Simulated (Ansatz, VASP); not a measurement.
**Two plane-wave programs on Ni**

```
CELL_PARAMETERS angstrom
0.00000 2.57131 2.57131
2.57131 0.00000 2.57131
2.57131 2.57131 0.00000
ATOMIC_POSITIONS crystal
Ni 0.12500 0.12500 0.12500
Ni 0.87500 0.87500 0.87500
```

Alike in both runs: functional revPBE; k mesh 11 × 11 × 11; occupations fermi-dirac, width 0.1 eV; no spin polarisation.

Ansatz relaxed the structure, and its values are those at the end. VASP's run is a single point on that final structure, the one shown.

```csv
,VASP,Ansatz
version,VASP 6.6.1,Ansatz 0.2.0
potentials or method,"VASP PAW PBE potentials, release 64 (Ni), cutoff 520 eV","plane waves (420 eV) with PAW, scalar-relativistic"
valence electrons in the cell,20,36
```

```tsv
	VASP	Ansatz	Ansatz less VASP
pressure (GPa)	0.1	0.0	-0.09
```

VASP's potentials were made for PBE, not for revPBE. VASP's potentials hold 20 valence electrons a cell and Ansatz's 36, so a difference there can come from the potentials and not from the codes.
